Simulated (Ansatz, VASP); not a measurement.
C in VASP and in Ansatz

The input INCAR:

```
PREC = Accurate ; ENCUT = 520
EDIFF = 1E-7 ; ISMEAR = -1
SIGMA = 0.05 ; LREAL = F
LASPH = T ; NELM = 80
ALGO = Normal ; ISIF = 2
LWAVE = F ; LCHARG = F
GGA = PE ; NBANDS = 11
```

KPOINTS

```
Automatic mesh
0
Gamma
  8 8 8
```

The input POSCAR:

```
C
1.0
    0.0000000000      1.7833700000      1.7833700000
    1.7833700000      0.0000000000      1.7833700000
    1.7833700000      1.7833700000      0.0000000000
C
2
Direct
    0.7500000000      0.7500000000      0.7500000000
    0.5000000000      0.5000000000      0.5000000000
```

The input input.yaml:

```yaml
crystal:
  lattice:
    - [0.0, 1.78337, 1.78337]
    - [1.78337, 0.0, 1.78337]
    - [1.78337, 1.78337, 0.0]
  atoms:
    - { symbol: C, position: [0.75, 0.75, 0.75] }
    - { symbol: C, position: [0.5, 0.5, 0.5] }
kpoints:
  mp_grid: { grid: [8, 8, 8] }
scf:
  occupations: { method: fermi_dirac, width: 0.05 }
hamiltonian:
  xc: pbe
  pseudopotentials: { kind: all_electron, datasets: crystal }
output:
  forces: true
  stress: true
  eigenvalues: true
  elf: true
  volumetric_format: npy
```

Alike in both runs: task single point; functional PBE; k mesh 8 × 8 × 8; occupations fermi-dirac, width 0.05 eV; no spin polarisation.

|  | VASP | Ansatz |
| --- | --- | --- |
| version | VASP 6.6.1 | Ansatz 0.2.0 |
| potentials or method | VASP PAW PBE potentials, release 64 (C), cutoff 520 eV | all-electron PAW datasets made for the crystal |

|  | VASP | Ansatz | Ansatz less VASP |
| --- | --- | --- | --- |
| gap on the k mesh at the Fermi level (eV) | 4.13 | 4.14 | +0.009 |
| least direct gap on the mesh (eV) | 5.59 | 5.60 | +0.010 |
| pressure (GPa) | 2.5 | 1.8 | -0.70 |

Ansatz ran all-electron here, and VASP with PAW potentials.
